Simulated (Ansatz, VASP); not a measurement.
# CdSe in VASP and in Ansatz

The input POSCAR:

```
CdSe
1.0
    0.0000000000      3.0358077908      3.0358077908
    3.0358077908      0.0000000000      3.0358077908
    3.0358077908      3.0358077908      0.0000000000
Cd Se
1 1
Direct
    0.0000000000      0.0000000000      0.0000000000
    0.7500000000      0.7500000000      0.7500000000
```

INCAR.step1

```
  PREC = Accurate
  ENCUT = 520
  ISMEAR = 0
  SIGMA = 0.02
  LREAL = False
  LASPH = True
  NELM = 100
  NBANDS = 16
  GGA = PE
  ALGO = Normal
  EDIFF = 1E-4
  LWAVE = True
  LCHARG = False
```

The input INCAR.step2:

```
  PREC = Accurate
  ENCUT = 520
  EDIFF = 1E-6
  ISMEAR = 0
  SIGMA = 0.02
  LREAL = False
  LASPH = True
  NELM = 100
  ALGO = Normal
  ISIF = 2
  LWAVE = False
  LCHARG = False
  METAGGA = R2SCAN
  LMIXTAU = True
  NBANDS = 16
  ISTART = 1
```

KPOINTS

```
Automatic mesh
0
Gamma
  8 8 8
```

Input for Ansatz:

```yaml
crystal:
  lattice:
    - [0.0, 3.0358077908, 3.0358077908]
    - [3.0358077908, 0.0, 3.0358077908]
    - [3.0358077908, 3.0358077908, 0.0]
  atoms:
    - { symbol: Cd, position: [0.0, 0.0, 0.0] }
    - { symbol: Se, position: [0.75, 0.75, 0.75] }
basis:
  ecutwfc: 500
kpoints:
  mp_grid: { grid: [8, 8, 8] }
hamiltonian:
  xc: r2scan
scf:
  occupations: { method: gaussian, width: 0.02 }
output:
  forces: true
  stress: true
  eigenvalues: true
```

Alike in both runs: task single point; functional r2SCAN; k mesh 8 × 8 × 8; occupations gaussian, width 0.02 eV; no spin polarisation.

```csv
,VASP,Ansatz
version,VASP 6.6.1,Ansatz 0.2.0
potentials or method,"VASP PAW PBE potentials, release 64 (Cd, Se), cutoff 520 eV","scalar-relativistic, plane waves, PAW"
valence electrons in the cell,18,36
```

Ansatz gave:

* gap on the k mesh at the Fermi level (eV): 1.11
* least direct gap on the mesh (eV): 1.11
* pressure (GPa): 1.7

What did VASP give for the same quantities?

gap on the k mesh at the Fermi level (eV): 1.10; least direct gap on the mesh (eV): 1.10; pressure (GPa): 2.0.

VASP's potentials were made for PBE, not for r2SCAN. VASP's potentials hold 18 valence electrons a cell and Ansatz's 36, so a difference there can come from the potentials and not from the codes.
